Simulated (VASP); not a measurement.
# Sr2O in VASP: a series of runs

Sr2O is run at these levels: PBE; tasks: single point.

All numbers are computed with VASP 6.6.1; they aren't measurements. Logs are shortened: lines on timing, memory, paths and dates and some standing lists are left out, and cuts for length are marked.

### Step 1. The cell of the first run

The cell holds a sheet with vacuum, 3 atoms: a = 3.796 Å, b = 3.796 Å, c = 30.001 Å, α = 90.00°, β = 90.00°, γ = 120.00°.

### Step 2. Single point, PBE

INCAR reads:

```
SYSTEM = Sr2O
PREC = Accurate ; ENCUT = 520
EDIFF = 1E-6 ; ISMEAR = 0
SIGMA = 0.1 ; LREAL = .FALSE.
LASPH = .TRUE. ; NELM = 80
ALGO = Normal ; ISIF = 2
LWAVE = .FALSE. ; LCHARG = .FALSE.
LDIPOL = .TRUE. ; IDIPOL = 3
DIPOL = 0.5 0.5 0.300 ; GGA = PE
NBANDS = 20
```

KPOINTS reads:

```
Automatic mesh
0
G
  6 6 1
  0 0 0
```

POSCAR reads:

```
Sr2O
1.0
    3.7963954397     -0.0000000028      0.0000000000
   -1.8981977174      3.2877748950      0.0000000000
    0.0000000000      0.0000000000     30.0011476000
Sr O
2 1
Direct
    0.3333333333      0.6666666667      0.2502294876
    0.6666666667      0.3333333333      0.3497475612
    0.0000000000      0.0000000000      0.2999885244
```

Potentials or basis: VASP PAW PBE potentials, release 64 (Sr_sv, O).

On the command line:

```console
$ cat potpaw_PBE.64/Sr_sv/POTCAR potpaw_PBE.64/O/POTCAR > POTCAR
$ mpirun -np 1 vasp_std > vasp.out
```

OUTCAR:

```text
SYSTEM = Sr2O
   PREC = Accurate
   ENCUT = 520
   EDIFF = 1E-6
   ISMEAR = 0
   LREAL = .FALSE.
   LASPH = .TRUE.
   NELM = 80
   ISIF = 2
   GGA = PE

 ion  position               nearest neighbor table
   1  0.333  0.667  0.250-   3 2.65   3 2.65   3 2.65   2 3.70   2 3.70   2 3.70
   2  0.667  0.333  0.350-   3 2.65   3 2.65   3 2.65   1 3.70   1 3.70   1 3.70
   3  0.000  0.000  0.300-   1 2.65   2 2.65   1 2.65   2 2.65   2 2.65   1 2.65

  LATTYP: Found a hexagonal cell.
 ALAT       =     3.7963954397
 C/A-ratio  =     7.9025349378

  Lattice vectors:

 A1 = (   3.7963954397,  -0.0000000028,   0.0000000000)
 A2 = (  -1.8981977174,   3.2877748950,   0.0000000000)
 A3 = (   0.0000000000,   0.0000000000,  30.0011476000)

Analysis of symmetry for initial positions (statically):
=====================================================================
 Subroutine PRICEL returns:
 Original cell was already a primitive cell.

 Routine SETGRP: Setting up the symmetry group for a
 hexagonal supercell.

 Subroutine GETGRP returns: Found 12 space group operations
 (whereof  6 operations were pure point group operations)
 out of a pool of 24 trial point group operations.

The static configuration has the point symmetry C_3v.
 The point group associated with its full space group is D_3d.

Analysis of symmetry for dynamics (positions and initial velocities):
=====================================================================
 Subroutine PRICEL returns:
 Original cell was already a primitive cell.

 Routine SETGRP: Setting up the symmetry group for a
 hexagonal supercell.

 Subroutine GETGRP returns: Found 12 space group operations
 (whereof  6 operations were pure point group operations)
 out of a pool of 24 trial point group operations.

The dynamic configuration has the point symmetry C_3v.
 The point group associated with its full space group is D_3d.

 Subroutine INISYM returns: Found 12 space group operations
 (whereof  6 operations are pure point group operations),
 and found     1 'primitive' translations

----------------------------------------------------------------------------------------

                                     Primitive cell

  volume of cell :     374.4651

  direct lattice vectors                    reciprocal lattice vectors
     3.796395440 -0.000000003  0.000000000     0.263407755  0.152078538  0.000000000
    -1.898197717  3.287774895  0.000000000     0.000000000  0.304157077  0.000000000
     0.000000000  0.000000000 30.001147600     0.000000000  0.000000000  0.033332058

  length of vectors
     3.796395440  3.796395440 30.001147600     0.304157077  0.304157077  0.033332058

  position of ions in fractional coordinates (direct lattice)
     0.333333333  0.666666667  0.250229488
     0.666666667  0.333333333  0.349747561
     0.000000000  0.000000000  0.299988524

  ion indices of the primitive-cell ions
   primitive index   ion index
                 1           1
                 2           2
                 3           3

----------------------------------------------------------------------------------------

 KPOINTS: Automatic mesh

Automatic generation of k-mesh.
 Grid dimensions read from file:
 generate k-points for:    6    6    1

 Generating k-lattice:

  Cartesian coordinates                     Fractional coordinates (reciprocal lattice)
     0.043901293  0.025346423  0.000000000     0.166666667  0.000000000  0.000000000
     0.000000000  0.050692846  0.000000000     0.000000000  0.166666667  0.000000000
     0.000000000  0.000000000  0.033332058     0.000000000  0.000000000  1.000000000

  Length of vectors
     0.050692846  0.050692846  0.033332058

  Shift w.r.t. Gamma in fractional coordinates (k-lattice)
     0.000000000  0.000000000  0.000000000

 Subroutine IBZKPT returns following result:
 ===========================================

 Found      7 irreducible k-points:

 Following reciprocal coordinates:
            Coordinates               Weight
  0.000000  0.000000  0.000000      1.000000
  0.166667 -0.000000  0.000000      6.000000
  0.333333 -0.000000  0.000000      6.000000
  0.500000 -0.000000  0.000000      3.000000
  0.166667  0.166667  0.000000      6.000000
  0.333333  0.166667  0.000000     12.000000
  0.333333  0.333333  0.000000      2.000000
   k-points           NKPTS =      7   k-points in BZ     NKDIM =      7   number of bands    NBANDS=     20
   number of dos      NEDOS =    301   number of ions     NIONS =      3
   total plane-waves  NPLWV = 175616
   dimension x,y,z NGX =    28 NGY =   28 NGZ =  224
   dimension x,y,z NGXF=    56 NGYF=   56 NGZF=  448
   ions per type =               2   1
   NGX,Y,Z   is equivalent  to a cutoff of  12.26, 12.26, 12.41 a.u.
   NGXF,Y,Z  is equivalent  to a cutoff of  24.52, 24.52, 24.83 a.u.
 SYSTEM =  Sr2O
   PREC   = accura    normal or accurate (medium, high low for compatibility)
   ISTART =      0    job   : 0-new  1-cont  2-samecut
   ICHARG =      2    charge: 1-file 2-atom 10-const
   ISPIN  =      1    spin polarized calculation?
   LNONCOLLINEAR =      F non collinear calculations
   LSORBIT =      F    spin-orbit coupling
   LASPH  =      T    aspherical Exc in radial PAW
   ENCUT  =  520.0 eV  38.22 Ry    6.18 a.u.   7.06  7.06 55.78*2*pi/ulx,y,z
   NELM   =     80;   NELMIN=  2; NELMDL= -5     # of ELM steps
   EDIFF  = 0.1E-05   stopping-criterion for ELM
   LREAL  =      F    real-space projection
   EDIFFG = 0.1E-04   stopping-criterion for IOM
   NSW    =      0    number of steps for IOM
   IBRION =     -1    ionic relax: 0-MD 1-quasi-New 2-CG
   NFREE  =      0    steps in history (QN), initial steepest desc. (CG)
   ISIF   =      2    stress and relaxation
   ISYM   =      2    0-nonsym 1-usesym 2-fastsym
   POTIM  = 0.5000    time-step for ionic-motion
   TEBEG  =    0.0;   TEEND  =   0.0 temperature during run
   PSTRESS=    0.0 pullay stress
   NELECT =      26.0000    total number of electrons
   NUPDOWN=      -1.0000    fix difference up-down
   EMIN   =  10.00;   EMAX   =-10.00  energy-range for DOS
   EFERMI =   0.00;   METHOD = LEGACY
   ISMEAR =     0;   SIGMA  =   0.10  broadening in eV -4-tet -1-fermi 0-gaus
   EFERMI_NEDOS =   21; number of points for ismear=-14 and -15
   IALGO  =     38    algorithm
   IMIX   =      4    mixing-type and parameters
     AMIX     =   0.40;   BMIX     =  1.00
     AMIX_MAG =   1.60;   BMIX_MAG =  1.00
  volume/ion in A,a.u.               =     124.82       842.34
  Fermi-wavevector in a.u.,A,eV,Ry     =   0.672866  1.271533  6.160026  0.452749
  Thomas-Fermi vector in A             =   1.749115
   LORBIT       =      0    0 simple, 1 ext, 2 COOP (PROOUT), +10 PAW based schemes
   GGA     = PE    functional components
   LHFCALC =     F    Hartree Fock is set to
   AEXX    =    0.0000 exact exchange contribution
   IVDW    =     0    specifies the selected vdW correction
   LEPSILON=     F    determine dielectric tensor
   LRPA    =     F    only Hartree local field effects (RPA)
 non-spin polarized calculation
 Gauss-broadening in eV      SIGMA  =   0.10
  energy-cutoff  :      520.00
  volume of cell :      374.47
 maximum number of plane-waves:     10104
   NGX = 15   NGY = 15   NGZ =111

 dipolmoment           0.000000      0.000000     -0.000008 electrons x Angstroem

 number of electron      26.0000006 magnetization

 dipolmoment           0.000000      0.000000      0.000002 electrons x Angstroem

 Free energy of the ion-electron system (eV)
  ---------------------------------------------------
  ext. energy  EPLUGINS =         0.00000000
  ---------------------------------------------------
  free energy    TOTEN  =       -12.38909084 eV

  energy without entropy =      -12.38270153  energy(sigma->0) =      -12.38589618

 E-fermi :  -1.8138     XC(G=0):  -2.5035

 val. band max:       -1.9834947221   @ k =   0.5000  -0.0000   0.0000
 cond. band min:      -1.7458416959   @ k =   0.3333  -0.0000   0.0000
 fundamental gap:      0.2376530262
 Fermi energy:        -1.8138151868

 k-point     1 :       0.0000    0.0000    0.0000
  band No.  band energies     occupation
      1     -38.3316      2.00000
      2     -38.2813      2.00000
      3     -21.3842      2.00000
      4     -20.2038      2.00000
      5     -20.1178      2.00000
      6     -20.1178      2.00000
[... 12 lines left out ...]
     19       0.7484      0.00000
     20       1.4292      0.00000

 k-point     2 :       0.1667   -0.0000    0.0000
  band No.  band energies     occupation
      1     -38.3167      2.00000
      2     -38.2726      2.00000
      3     -21.3623      2.00000
      4     -20.2990      2.00000
      5     -20.2184      2.00000
      6     -20.1714      2.00000
[... 12 lines left out ...]
     19       1.1968      0.00000
     20       1.4096      0.00000

 k-point     3 :       0.3333   -0.0000    0.0000
  band No.  band energies     occupation
      1     -38.2849      2.00000
      2     -38.2568      2.00000
      3     -21.3835      2.00000
      4     -20.5278      2.00000
      5     -20.3481      2.00000
      6     -20.2354      2.00000
[... 12 lines left out ...]
     19       1.6687      0.00000
     20       2.0123      0.00000

 k-point     4 :       0.5000   -0.0000    0.0000
  band No.  band energies     occupation
      1     -38.2665      2.00000
      2     -38.2513      2.00000
      3     -21.4340      2.00000
      4     -20.6215      2.00000
      5     -20.3367      2.00000
      6     -20.2704      2.00000
[... 12 lines left out ...]
     19       2.4803      0.00000
     20       2.6064      0.00000

 k-point     5 :       0.1667    0.1667    0.0000
  band No.  band energies     occupation
      1     -38.2933      2.00000
      2     -38.2604      2.00000
      3     -21.3583      2.00000
      4     -20.4329      2.00000
      5     -20.3729      2.00000
      6     -20.2088      2.00000
[... 12 lines left out ...]
     19       1.1402      0.00000
     20       1.9537      0.00000

 k-point     6 :       0.3333    0.1667    0.0000
  band No.  band energies     occupation
      1     -38.2668      2.00000
      2     -38.2510      2.00000
      3     -21.3888      2.00000
      4     -20.5665      2.00000
      5     -20.3939      2.00000
      6     -20.3215      2.00000
[... 12 lines left out ...]
     19       1.7906      0.00000
     20       2.1528      0.00000

 k-point     7 :       0.3333    0.3333    0.0000
  band No.  band energies     occupation
      1     -38.2529      2.00000
      2     -38.2529      2.00000
      3     -21.3589      2.00000
      4     -20.5196      2.00000
      5     -20.5196      2.00000
      6     -20.3885      2.00000
[... 12 lines left out ...]
     19       2.0307      0.00000
     20       2.0307      0.00000

------------------------ aborting loop because EDIFF is reached ----------------------------------------

 vacuum level on the upper side and lower side of the slab       (xc-potential included)        -0.007        -0.007

  FORCE on cell =-STRESS in cart. coord.  units (eV):
  Direction    XX          YY          ZZ          XY          YZ          ZX
  --------------------------------------------------------------------------------------
  -------------------------------------------------------------------------------------
  Total        0.0296053      0.0296053      0.1814012      0.0000000     -0.0000000      0.0000000
  in kB        0.1266685      0.1266685      0.7761387      0.0000000     -0.0000000      0.0000000
  external PRESSURE =       0.3431585 kB  Pullay stress =       0.0000000 kB

 VOLUME and BASIS-vectors are now :
 -----------------------------------------------------------------------------
  energy-cutoff  :      520.00
  volume of cell :      374.47
      direct lattice vectors                 reciprocal lattice vectors
     3.796395440 -0.000000003  0.000000000     0.263407755  0.152078538  0.000000000
    -1.898197717  3.287774895  0.000000000     0.000000000  0.304157077  0.000000000
     0.000000000  0.000000000 30.001147600     0.000000000  0.000000000  0.033332058

 POSITION                                       TOTAL-FORCE (eV/Angst)
 -----------------------------------------------------------------------------------
      0.00000      2.19185      7.50717        -0.000000      0.000000     -0.069569
      1.89820      1.09592     10.49283         0.000000     -0.000000      0.069569
      0.00000      0.00000      9.00000         0.000000      0.000000      0.000000
 -----------------------------------------------------------------------------------
    total drift:                               -0.000000     -0.000000      0.000017

  FREE ENERGIE OF THE ION-ELECTRON SYSTEM (eV)
  ---------------------------------------------------
  free  energy   TOTEN  =       -12.3890908376 eV

  energy  without entropy=      -12.3827015256  energy(sigma->0) =      -12.38589618

 vacuum level on the upper side and lower side of the slab         1.599         1.599
```

Wall time 66 s (1 thread of Intel Xeon 6975P-C (Granite Rapids), shared host); peak memory 0.42 GiB.

Results:

```
Free energy            : -12.3891 eV
Largest force          : 0.070 eV/Å
Band gap on the k mesh : zero (band 13 reaches -1.07 eV, above the bottom of band 14 at -2.63 eV)
```

Forces on the atoms (eV/Å):
```
Sr   0.000  0.000 -0.070
Sr   0.000  0.000  0.070
O    0.000  0.000  0.000
```

Levels at points of the mesh, in eV from the Fermi level:
| k point | band 11 | band 12 | band 13 | band 14 | band 15 | band 16 |
| --- | --- | --- | --- | --- | --- | --- |
| (0.00, 0.00, 0.00) | -4.11 | -4.11 | -2.06 | -0.82 | 1.19 | 1.34 |
| (0.50, 0.00, 0.00) | -4.17 | -4.12 | -0.17 | 0.78 | 0.82 | 1.14 |

### Step 3. Single point, PBE

This run uses another cell than the first one, of 124.35 Å³/atom, 0.996 times its volume.

INCAR reads:

```
PREC = Accurate
ENCUT = 520
EDIFF = 1E-7
ISMEAR = 0
SIGMA = 0.1
LREAL = False
LASPH = True
NELM = 100
ALGO = Normal
ISIF = 2
LWAVE = False
LCHARG = True
LDIPOL = True
IDIPOL = 3
DIPOL = 0.5 0.5 0.300
GGA = PE
LELF = True
LVHAR = True
LVACPOTAV = True
NBANDS = 20
```

KPOINTS reads:

```
regular mesh
0
Gamma
  12 12 1
```

POSCAR reads:

```
Sr2O
1.0
    3.7892870354     -0.0000000028      0.0000000000
   -1.8946435153      3.2816188363      0.0000000000
    0.0000000000      0.0000000000     30.0011476000
Sr O
2 1
Direct
    0.3333333333      0.6666666667      0.2501430578
    0.6666666667      0.3333333333      0.3498339910
    0.0000000000      0.0000000000      0.2999885244
```

Potentials or basis: VASP PAW PBE potentials, release 64 (Sr_sv, O).

On the command line:

```console
$ cat potpaw_PBE.64/Sr_sv/POTCAR potpaw_PBE.64/O/POTCAR > POTCAR
$ mpirun -np 1 vasp_std > vasp.out
```

Run time: 3.3 min. Hardware: 1 thread of Intel Xeon 6975P-C (Granite Rapids), shared host; peak memory 0.49 GiB.

The run converged. Its results:

| Item | Value |
| --- | --- |
| Free energy | -12.3704 eV |
| Largest force | 0.032 eV/Å |
| Band gap on the k mesh | zero (band 13 reaches -1.03 eV, above the bottom of band 14 at -2.62 eV) |
| Work function of the upper face | 3.45 eV |
| Work function of the lower face | 3.45 eV |

Forces on the atoms (eV/Å):
```
Sr   0.000  0.000 -0.032
Sr   0.000  0.000  0.032
O    0.000  0.000  0.000
```

Levels at points of the mesh, in eV from the Fermi level:
```
           k point  band 11  band 12  band 13  band 14  band 15  band 16
(0.00, 0.00, 0.00)    -4.04    -4.04    -2.01    -0.78     1.23     1.40
(0.50, 0.00, 0.00)    -4.11    -4.05    -0.11     0.84     0.88     1.20
```

### Step 4. Single point, PBE

INCAR reads:

```
SYSTEM = Sr2O
PREC = Accurate ; ENCUT = 520
EDIFF = 1E-6 ; ISMEAR = 0
SIGMA = 0.1 ; LREAL = .FALSE.
LASPH = .TRUE. ; NELM = 80
ALGO = Normal ; ISIF = 2
LWAVE = .FALSE. ; LCHARG = .FALSE.
LDIPOL = .TRUE. ; IDIPOL = 3
DIPOL = 0.5 0.5 0.300 ; GGA = PE
NBANDS = 20
```

KPOINTS reads:

```
Automatic mesh
0
G
  12 12 1
  0 0 0
```

POSCAR reads:

```
Sr2O
1.0
    3.7963954397     -0.0000000028      0.0000000000
   -1.8981977174      3.2877748950      0.0000000000
    0.0000000000      0.0000000000     30.0011476000
Sr O
2 1
Direct
    0.3333333333      0.6666666667      0.2502294876
    0.6666666667      0.3333333333      0.3497475612
    0.0000000000      0.0000000000      0.2999885244
```

On the command line:

```console
$ cat potpaw_PBE.64/Sr_sv/POTCAR potpaw_PBE.64/O/POTCAR > POTCAR
$ mpirun -np 1 vasp_std > vasp.out
```

It took 2.8 min on 1 thread of Intel Xeon 6975P-C (Granite Rapids), shared host; peak memory 0.5 GiB.

The run converged. Its results:

```yaml
Free_energy: -12.3705 eV
Largest_force: 0.040 eV/Å
Band_gap_on_the_k_mesh: zero (band 13 reaches -1.04 eV, above the bottom of band 14 at -2.62 eV)
```

Forces on the atoms (eV/Å):
```
Sr   0.000  0.000 -0.040
Sr   0.000  0.000  0.040
O    0.000  0.000  0.000
```

Levels at points of the mesh, in eV from the Fermi level:
```tsv
k point	band 11	band 12	band 13	band 14	band 15	band 16
(0.00, 0.00, 0.00)	-4.04	-4.04	-2.01	-0.77	1.23	1.40
(0.50, 0.00, 0.00)	-4.10	-4.05	-0.11	0.83	0.88	1.20
```

[end of part 1 of 2]
